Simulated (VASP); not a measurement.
# CdSe (Fm-3m) in VASP: further runs

CdSe is run at these levels: PBEsol+D3(BJ), PBEsol+D4; tasks: relaxation of cell and atoms.

All numbers are computed with VASP 6.6.1; they aren't measurements. Logs are shortened: lines on timing, memory, paths and dates and some standing lists are left out, and cuts for length are marked.

## (1) The cell of the first run

It takes space group Fm-3m (No. 225, cubic). The conventional cell has a = 5.748 Å, b = 5.748 Å, c = 5.748 Å, α = 90.00°, β = 90.00°, γ = 90.00°. Within 3.8 Å of Cd (site symmetry m-3m) lie 6 Se at 2.87 Å. Se (site symmetry m-3m) has 6 Cd at 2.87 Å within 3.8 Å.

## (2) Relaxation of cell and atoms, PBEsol+D3(BJ)

INCAR

```
SYSTEM = CdSe
ALGO = Normal
EDIFF = 1E-6
EDIFFG = -0.01
ENCUT = 600
GGA = PS
IBRION = 2
ISIF = 3
ISMEAR = -1
IVDW = 12
LASPH = .TRUE.
LCHARG = .FALSE.
LREAL = .FALSE.
LWAVE = .FALSE.
NELM = 60
NSW = 60
PREC = Accurate
SIGMA = 0.05
```

KPOINTS

```
k-points
0
G
  8 8 8
  0 0 0
```

POSCAR

```
CdSe
1.0
    0.0000000000      2.8739580000      2.8739580000
    2.8739580000      0.0000000000      2.8739580000
    2.8739580000      2.8739580000      0.0000000000
Cd Se
1 1
Direct
    0.0000000000      0.0000000000      0.0000000000
    0.5000000000      0.5000000000      0.5000000000
```

Potentials or basis: VASP PAW PBE potentials, release 64 (Cd, Se).

Started as:

```sh
> cat potpaw_PBE.64/Cd/POTCAR potpaw_PBE.64/Se/POTCAR > POTCAR
> mpirun -np 1 vasp_std > vasp.out
```

OUTCAR:

```text
SYSTEM = CdSe
   EDIFF = 1E-6
   EDIFFG = -0.01
   ENCUT = 600
   GGA = PS
   IBRION = 2
   ISIF = 3
   ISMEAR = -1
   IVDW = 12
   LASPH = .TRUE.
   LREAL = .FALSE.
   NELM = 60
   NSW = 60
   PREC = Accurate
 IVDW          = 12

 ion  position               nearest neighbor table
   1  0.000  0.000  0.000-   2 2.87   2 2.87   2 2.87   2 2.87   2 2.87   2 2.87
   2  0.500  0.500  0.500-   1 2.87   1 2.87   1 2.87   1 2.87   1 2.87   1 2.87

  LATTYP: Found a face centered cubic cell.
 ALAT       =     5.7479160000

  Lattice vectors:

 A1 = (   0.0000000000,   2.8739580000,   2.8739580000)
 A2 = (   2.8739580000,   0.0000000000,   2.8739580000)
 A3 = (   2.8739580000,   2.8739580000,   0.0000000000)

Analysis of symmetry for initial positions (statically):
=====================================================================
 Subroutine PRICEL returns:
 Original cell was already a primitive cell.

 Routine SETGRP: Setting up the symmetry group for a
 face centered cubic supercell.

 Subroutine GETGRP returns: Found 48 space group operations
 (whereof 48 operations were pure point group operations)
 out of a pool of 48 trial point group operations.

The static configuration has the point symmetry O_h .

Analysis of symmetry for dynamics (positions and initial velocities):
=====================================================================
 Subroutine PRICEL returns:
 Original cell was already a primitive cell.

 Routine SETGRP: Setting up the symmetry group for a
 face centered cubic supercell.

 Subroutine GETGRP returns: Found 48 space group operations
 (whereof 48 operations were pure point group operations)
 out of a pool of 48 trial point group operations.

The dynamic configuration has the point symmetry O_h .

 Subroutine INISYM returns: Found 48 space group operations
 (whereof 48 operations are pure point group operations),
 and found     1 'primitive' translations

----------------------------------------------------------------------------------------

                                     Primitive cell

  volume of cell :      47.4757

  direct lattice vectors                    reciprocal lattice vectors
     0.000000000  2.873958000  2.873958000    -0.173976098  0.173976098  0.173976098
     2.873958000  0.000000000  2.873958000     0.173976098 -0.173976098  0.173976098
     2.873958000  2.873958000  0.000000000     0.173976098  0.173976098 -0.173976098

  length of vectors
     4.064390381  4.064390381  4.064390381     0.301335442  0.301335442  0.301335442

  position of ions in fractional coordinates (direct lattice)
     0.000000000  0.000000000  0.000000000
     0.500000000  0.500000000  0.500000000

  ion indices of the primitive-cell ions
   primitive index   ion index
                 1           1
                 2           2

----------------------------------------------------------------------------------------

 KPOINTS: k-points

Automatic generation of k-mesh.
 Grid dimensions read from file:
 generate k-points for:    8    8    8

 Generating k-lattice:

  Cartesian coordinates                     Fractional coordinates (reciprocal lattice)
    -0.021747012  0.021747012  0.021747012     0.125000000  0.000000000  0.000000000
     0.021747012 -0.021747012  0.021747012     0.000000000  0.125000000  0.000000000
     0.021747012  0.021747012 -0.021747012     0.000000000  0.000000000  0.125000000

  Length of vectors
     0.037666930  0.037666930  0.037666930

  Shift w.r.t. Gamma in fractional coordinates (k-lattice)
     0.000000000  0.000000000  0.000000000

 Subroutine IBZKPT returns following result:
 ===========================================

 Found     29 irreducible k-points:

 Following reciprocal coordinates:
            Coordinates               Weight
  0.000000  0.000000  0.000000      1.000000
  0.125000  0.000000  0.000000      8.000000
  0.250000  0.000000  0.000000      8.000000
  0.375000  0.000000  0.000000      8.000000
  0.500000  0.000000  0.000000      4.000000
  0.125000  0.125000  0.000000      6.000000
[... 16 lines left out ...]
  0.500000  0.250000  0.125000     48.000000
 -0.375000  0.250000  0.125000     24.000000
 [... further k-points ...]
   k-points           NKPTS =     29   k-points in BZ     NKDIM =     29   number of bands    NBANDS=     13
   number of dos      NEDOS =    301   number of ions     NIONS =      2
   total plane-waves  NPLWV =  32768
   dimension x,y,z NGX =    32 NGY =   32 NGZ =   32
   dimension x,y,z NGXF=    64 NGYF=   64 NGZF=   64
   ions per type =               1   1
   NGX,Y,Z   is equivalent  to a cutoff of  13.09, 13.09, 13.09 a.u.
   NGXF,Y,Z  is equivalent  to a cutoff of  26.18, 26.18, 26.18 a.u.
 SYSTEM =  CdSe
   PREC   = accura    normal or accurate (medium, high low for compatibility)
   ISTART =      0    job   : 0-new  1-cont  2-samecut
   ICHARG =      2    charge: 1-file 2-atom 10-const
   ISPIN  =      1    spin polarized calculation?
   LNONCOLLINEAR =      F non collinear calculations
   LSORBIT =      F    spin-orbit coupling
   LASPH  =      T    aspherical Exc in radial PAW
   ENCUT  =  600.0 eV  44.10 Ry    6.64 a.u.   8.12  8.12  8.12*2*pi/ulx,y,z
   NELM   =     60;   NELMIN=  2; NELMDL= -5     # of ELM steps
   EDIFF  = 0.1E-05   stopping-criterion for ELM
   LREAL  =      F    real-space projection
   EDIFFG = -.1E-01   stopping-criterion for IOM
   NSW    =     60    number of steps for IOM
   IBRION =      2    ionic relax: 0-MD 1-quasi-New 2-CG
   NFREE  =      1    steps in history (QN), initial steepest desc. (CG)
   ISIF   =      3    stress and relaxation
   ISYM   =      2    0-nonsym 1-usesym 2-fastsym
   POTIM  = 0.5000    time-step for ionic-motion
   TEBEG  =    0.0;   TEEND  =   0.0 temperature during run
   PSTRESS=    0.0 pullay stress
   NELECT =      18.0000    total number of electrons
   NUPDOWN=      -1.0000    fix difference up-down
   EMIN   =  10.00;   EMAX   =-10.00  energy-range for DOS
   EFERMI =   0.00;   METHOD = LEGACY
   ISMEAR =    -1;   SIGMA  =   0.05  broadening in eV -4-tet -1-fermi 0-gaus
   EFERMI_NEDOS =   21; number of points for ismear=-14 and -15
   IALGO  =     38    algorithm
   IMIX   =      4    mixing-type and parameters
     AMIX     =   0.40;   BMIX     =  1.00
     AMIX_MAG =   1.60;   BMIX_MAG =  1.00
  volume/ion in A,a.u.               =      23.74       160.19
  Fermi-wavevector in a.u.,A,eV,Ry     =   1.184882  2.239103 19.101849  1.403946
  Thomas-Fermi vector in A             =   2.321088
   LORBIT       =      0    0 simple, 1 ext, 2 COOP (PROOUT), +10 PAW based schemes
   GGA     = PS    functional components
   LHFCALC =     F    Hartree Fock is set to
   AEXX    =    0.0000 exact exchange contribution
   IVDW    =    12    specifies the selected vdW correction
   LEPSILON=     F    determine dielectric tensor
   LRPA    =     F    only Hartree local field effects (RPA)
 conjugate gradient relaxation of ions
 non-spin polarized calculation
  energy-cutoff  :      600.00
  volume of cell :       47.48
 maximum number of plane-waves:      1604
   NGX = 17   NGY = 17   NGZ = 17

--------------------------------------- Ionic step        1  -------------------------------------------

 number of electron      17.9999995 magnetization

 Free energy of the ion-electron system (eV)
  ---------------------------------------------------
  ext. energy  EPLUGINS =         0.00000000
  ---------------------------------------------------
  free energy    TOTEN  =        -5.96149633 eV

  energy without entropy =       -5.95845948  energy(sigma->0) =       -5.95997791

------------------------ aborting loop because EDIFF is reached ----------------------------------------

 Edisp (eV)   -0.68968

 E8    (eV) :    -0.4486

  FORCE on cell =-STRESS in cart. coord.  units (eV):
  Direction    XX          YY          ZZ          XY          YZ          ZX
  --------------------------------------------------------------------------------------
  -------------------------------------------------------------------------------------
  Total      -1.74617    -1.74617    -1.74617    -0.00000     0.00000     0.00000
  in kB     -58.92866   -58.92866   -58.92866    -0.00000     0.00000     0.00000
  external pressure =      -58.93 kB  Pullay stress =        0.00 kB
[... 61 lines left out ...]
  energy  without entropy=       -6.7214706450  energy(sigma->0) =       -6.72283735

--------------------------------------- Ionic step        3  -------------------------------------------

 number of electron      18.0000002 magnetization

 Free energy of the ion-electron system (eV)
  ---------------------------------------------------
  ext. energy  EPLUGINS =         0.00000000
  ---------------------------------------------------
  free energy    TOTEN  =        -5.97869839 eV

  energy without entropy =       -5.97604180  energy(sigma->0) =       -5.97737009

 E-fermi :   3.1184     XC(G=0): -10.6432

 val. band max:        3.0078961900   @ k =  -0.2500   0.1250   0.0000
 cond. band min:       3.2727843701   @ k =   0.3750   0.3750   0.0000
 fundamental gap:      0.2648881801
 Fermi energy:         3.1183506152

 k-point     1 :       0.0000    0.0000    0.0000
  band No.  band energies     occupation
      1     -10.5228      2.00000
      2      -5.0897      2.00000
      3      -5.0897      2.00000
      4      -5.0695      2.00000
      5      -5.0695      2.00000
      6      -5.0695      2.00000
      7       2.2450      2.00000
      8       2.2450      2.00000
      9       2.2450      2.00000
     10       3.3653      0.01423
     11      11.6597      0.00000
     12      11.6597      0.00000
     13      11.6597      0.00000
[... 353 lines left out ...]
 k-point    24 :      -0.3750    0.2500    0.1250
  band No.  band energies     occupation
      1      -9.3923      2.00000
      2      -5.3139      2.00000
      3      -5.1750      2.00000
      4      -5.1323      2.00000
      5      -4.8715      2.00000
      6      -4.7951      2.00000
      7      -2.0341      2.00000
      8       0.8309      2.00000
      9       1.8109      2.00000
     10       6.4960      0.00000
     11       7.5123      0.00000
     12      10.0174      0.00000
     13      11.1220      0.00000

 [... further k-points ...]

------------------------ aborting loop because EDIFF is reached ----------------------------------------

 Edisp (eV)   -0.75884

 E8    (eV) :    -0.4936

  FORCE on cell =-STRESS in cart. coord.  units (eV):
  Direction    XX          YY          ZZ          XY          YZ          ZX
  --------------------------------------------------------------------------------------
  -------------------------------------------------------------------------------------
  Total       0.00085     0.00085     0.00085     0.00000     0.00000     0.00000
  in kB       0.03135     0.03135     0.03135     0.00000     0.00000     0.00000
  external pressure =        0.03 kB  Pullay stress =        0.00 kB
[... 17 lines left out ...]
  FREE ENERGIE OF THE ION-ELECTRON SYSTEM (eV)
  ---------------------------------------------------
  free  energy   TOTEN  =        -6.7375394964 eV

  energy  without entropy=       -6.7348828993  energy(sigma->0) =       -6.73621120

 reached required accuracy - stopping structural energy minimisation
```

Run time: 75 s. Hardware: 1 thread of AMD EPYC 7R13, shared host; peak memory 0.18 GiB.

Results:

| Item | Value |
| --- | --- |
| Free energy | -6.7375 eV |
| Relaxed volume | 21.60 Å³/atom |
| Relaxed cell | a = 3.939 Å, b = 3.939 Å, c = 3.939 Å, α = 60.00°, β = 60.00°, γ = 60.00° |
| Space group after relaxing (to 0.05 Å) | Fm-3m (No. 225) |
| Energy gained by relaxing | 43.2 meV/atom |
| Ionic steps | 3 |
| Pressure after relaxing | 0.0 GPa |
| Band gap on the k mesh | zero (band 9 reaches 3.01 eV, above the bottom of band 10 at 2.44 eV) |
| Dispersion energy per atom | -0.379 eV |

The path:
```tsv
step	energy change (eV)	largest force (eV/Å)	pressure (GPa)	volume (Å³)
1	0.0000	0.0000	-5.89	47.48
2	-0.0730	0.0000	3.01	41.73
3	-0.0864	0.0000	0.00	43.20
```

Final structure:
```
CELL_PARAMETERS angstrom
0.00000 2.78500 2.78500
2.78500 0.00000 2.78500
2.78500 2.78500 0.00000
ATOMIC_POSITIONS crystal
Cd 0.00000 0.00000 0.00000
Se 0.50000 0.50000 0.50000
```

Caveat: the PAW data sets were made with another functional, which shifts forces and pressure a little; pairwise dispersion overbinds metals, which lowers pressure and volume.

(Continued in part 2 of 2.)
